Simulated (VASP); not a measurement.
AlGa3N4, 8 atoms in the cell. Symmetry: P-43m, No. 215, cubic system. Conventional cell: a = 4.468 Å, b = 4.468 Å, c = 4.468 Å, α = 90.00°, β = 90.00°, γ = 90.00°. Al (site symmetry -43m) has 4 N at 1.82 Å within 2.4 Å. Within 2.6 Å of Ga (site symmetry -42m) lie 4 N at 1.98 Å. Within 2.4 Å of N (site symmetry 3m) lie 1 Al at 1.82 Å and 3 Ga at 1.98 Å.  This cell differs from its parent crystal: mode 24 (691.5 1/cm) frozen in, largest displacement -0.075 Å.

```yaml
Program: VASP 6.6.1
Task: single point
Functional: PBEsol
Potentials_or_basis: VASP PAW PBE potentials, release 64 (Al, Ga_d, N)
Cutoff: 520 eV
k_mesh: 6 × 6 × 6
Occupations: gaussian, width 0.05 eV
Spin: no spin polarisation
Dipole_correction: no
Further_INCAR_settings: ALGO = Normal; EDIFF = 1e-06; NBANDS = 41
```

Potentials or basis: VASP PAW PBE potentials, release 64 (Al, Ga_d, N).

Launch:

```console
$ cat potpaw_PBE.64/Al/POTCAR potpaw_PBE.64/Ga_d/POTCAR potpaw_PBE.64/N/POTCAR > POTCAR
$ mpirun -np 1 vasp_std > vasp.out
```

Hardware: 1 thread of AMD EPYC 7R13, on a shared host.

**Question.** Estimate the wall time of this run.

**Answer.** It took 2.5 min on 1 thread of AMD EPYC 7R13, with other jobs on the host, peak memory 0.2 GiB. Counts: scf iterations 14, k points 20.
